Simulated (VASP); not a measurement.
# MgS (Niningerite): single point with PBEsol

Crystal: MgS (Niningerite).

```
S Mg
1.0
     0.00000    2.56649    2.56649
     2.56649    0.00000    2.56649
     2.56649    2.56649    0.00000
S Mg
1 1
Direct
  0.50000 0.50000 0.50000
  0.00000 0.00000 0.00000
```

```json
{
  "Program": "VASP 6.6.1",
  "Task": "single point",
  "Functional": "PBEsol",
  "Potentials or basis": "VASP PAW PBE potentials, release 64 (S, Mg)",
  "Cutoff": "520 eV",
  "k mesh": "9 × 9 × 9",
  "Occupations": "fermi-dirac, width 0.05 eV",
  "Spin": "no spin polarisation",
  "Dipole correction": "no",
  "Further INCAR settings": "ALGO = Normal; EDIFF = 1e-07; NBANDS = 11"
}
```

The pressure is 2.2 GPa and the band gap on the k mesh is 2.92 eV, indirect (least direct gap 3.92 eV).

Levels at points of the mesh, in eV from the valence-band top:
```csv
k point,band 1,band 2,band 3,band 4,band 5,band 6,band 7,band 8,band 9
"(0.00, 0.00, 0.00)",-12.92,0.00,0.00,0.00,3.92,7.83,7.83,7.83,10.35
```

Run time: 13 s on 1 thread of Intel(R) Xeon(R) Platinum 8375C CPU @ 2.90GHz (Ice Lake), with other jobs on the host, peak memory 0.16 GiB.

Caveat: the PAW data sets were made with another functional, which shifts forces and pressure a little. A k mesh can miss the band edges.
